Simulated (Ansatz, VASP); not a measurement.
## TaSi2: VASP beside Ansatz

The input INCAR:

```
SYSTEM = TaSi2
PREC = Accurate
ENCUT = 600
EDIFF = 1E-6
ISMEAR = 0
SIGMA = 0.1
LREAL = .False.
LASPH = .True.
NELM = 100
ALGO = Normal
ISIF = 3
LWAVE = .False.
LCHARG = .False.
GGA = PE
IBRION = 2
NSW = 100
EDIFFG = -0.01
```

File KPOINTS:

```
regular mesh
0
Gamma
  14 14 14
  0 0 0
```

Contents of POSCAR:

```
TaSi2
1.0
    0.0000000000      3.0312130484      3.0312130484
    3.0312130484      0.0000000000      3.0312130484
    3.0312130484      3.0312130484      0.0000000000
Ta Si
1 2
Direct
    0.0000000000      0.0000000000      0.0000000000
    0.2500000000      0.2500000000      0.2500000000
    0.7500000000      0.7500000000      0.7500000000
```

Input for Ansatz:

```yaml
crystal:
  lattice:
    - [0.0, 3.0312130484, 3.0312130484]
    - [3.0312130484, 0.0, 3.0312130484]
    - [3.0312130484, 3.0312130484, 0.0]
  atoms:
    - { symbol: Ta, position: [0.0, 0.0, 0.0] }
    - { symbol: Si, position: [0.25, 0.25, 0.25] }
    - { symbol: Si, position: [0.75, 0.75, 0.75] }
basis:
  ecutwfc: 420
kpoints:
  mp_grid: { grid: [14, 14, 14] }
hamiltonian:
  xc: pbe
scf:
  occupations: { method: gaussian, width: 0.1 }
output:
  forces: true
  stress: true
  eigenvalues: true
  write_density: true
  write_potential: true
  elf: true
  volumetric_format: npy
relax:
  adjacent_minimum: "off"
  f_tol: 0.01
  max_steps: 80
  cell: { stress_tol: 0.05 }
```

Change from the starting cell: species swapped into the Rb2Te type (Fm-3m, No. 225).

Alike in both runs: task relaxation of cell and atoms; functional PBE; k mesh 14 × 14 × 14; occupations gaussian, width 0.1 eV; no spin polarisation.

|  | VASP | Ansatz |
| --- | --- | --- |
| version | VASP 6.6.1 | Ansatz 0.2.0 |
| potentials or method | VASP PAW PBE potentials, release 64 (Ta_pv, Si), cutoff 600 eV | scalar-relativistic, plane waves, PAW |
| valence electrons in the cell | 19 | 21 |

|  | VASP | Ansatz | Ansatz less VASP |
| --- | --- | --- | --- |
| gap on the k mesh at the Fermi level, each at its own relaxed structure (eV) | none | none | - |
| relaxed volume (Å³/atom) | 18.57 | 18.55 | -0.022 |
| relaxed length of the cell vector where the two differ most in proportion (Å) | 4.287 | 4.285 | -0.0017 |

A gap of «none» marks a metal or a gap that the smearing closes. VASP's potentials hold 19 valence electrons a cell and Ansatz's 21, so a difference there can come from the potentials and not from the codes.

Spin-orbit coupling is off throughout. Noted on VASP's run: the relaxation stopped at its first step, so nothing moved.
